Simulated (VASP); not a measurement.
# Ta4N3: single point with PBE

The system is Ta4N3.

```
CELL_PARAMETERS angstrom
5.41072 0.00000 0.00000
-2.70536 4.68582 0.00000
0.00000 0.00000 5.46724
ATOMIC_POSITIONS crystal
Ta 0.33333 0.66667 0.74198
Ta 0.66667 0.33333 0.25802
Ta 0.33333 0.66667 0.25802
Ta 0.66667 0.33333 0.74198
N 0.51487 0.00000 0.50000
N 0.00000 0.51487 0.50000
N 0.48513 0.48513 0.50000
```

The cell was built from a structure type or drawn by symmetry, and may not be a known phase.

* Program: VASP 6.6.1
* Task: single point
* Functional: PBE
* Potentials or basis: VASP PAW PBE potentials, release 64 (Ta_pv, N)
* Cutoff: 600 eV
* k mesh: 6 × 6 × 4
* Occupations: gaussian, width 0.1 eV
* Spin: collinear spin
* Starting moments: [1.0, 1.0, 1.0, 1.0, 0.0, 0.0, 0.0] μB
* Dipole correction: no
* Further INCAR settings: ALGO = Normal; EDIFF = 1e-06; NBANDS = 42

```json
{"Pressure": "0.4 GPa", "Largest force": "0.093 eV/Å", "Net moment": "0.00 μB per cell", "Valence electrons inside the program's atomic spheres": "Ta 8.89; N 3.78"}
```

Forces in eV/Å, atoms in the order of the input:
```
Ta   0.000  0.000  0.093
Ta   0.000  0.000 -0.093
Ta   0.000  0.000 -0.093
Ta   0.000  0.000  0.093
N    0.001  0.000  0.000
N   -0.001  0.001  0.000
N   -0.001 -0.001  0.000
```

Stress tensor (GPa, compression positive):
```
0.31 0.00 0.00
0.00 0.31 0.00
0.00 0.00 0.45
```

Levels at points of the mesh, in eV from the Fermi level:
Spin up:
| k point | band 26 | band 27 | band 28 | band 29 | band 30 | band 31 | band 32 | band 33 |
| --- | --- | --- | --- | --- | --- | --- | --- | --- |
| (0.00, 0.00, 0.00) | -2.03 | -2.03 | -1.51 | 0.49 | 0.49 | 0.75 | 1.57 | 1.57 |
| (0.50, 0.00, 0.00) | -2.01 | -1.34 | -1.18 | -0.20 | 0.37 | 0.81 | 1.30 | 1.77 |
| (0.00, 0.00, 0.50) | -1.49 | -1.35 | -1.35 | -0.61 | -0.61 | -0.16 | -0.16 | 0.45 |
| (0.50, 0.00, 0.50) | -1.86 | -1.53 | -1.28 | -0.44 | 0.02 | 0.45 | 0.60 | 1.06 |
Spin down:
```tsv
k point	band 25	band 26	band 27	band 28	band 29	band 30	band 31	band 32	band 33	band 34
(0.00, 0.00, 0.00)	-3.02	-2.03	-2.03	-1.51	0.49	0.49	0.75	1.57	1.57	2.08
(0.50, 0.00, 0.00)	-2.47	-2.01	-1.34	-1.18	-0.20	0.37	0.81	1.30	1.77	1.82
(0.00, 0.00, 0.50)	-1.66	-1.49	-1.35	-1.35	-0.61	-0.61	-0.16	-0.16	0.45	1.51
(0.50, 0.00, 0.50)	-2.24	-1.86	-1.53	-1.28	-0.44	0.02	0.45	0.60	1.06	1.21
```

Run time: 4.2 min on 1 thread of Intel(R) Xeon(R) 6975P-C (Granite Rapids), with other jobs on the host, peak memory 0.52 GiB.

Caveat: spin-orbit coupling is left out, which moves the levels of the heavy elements.
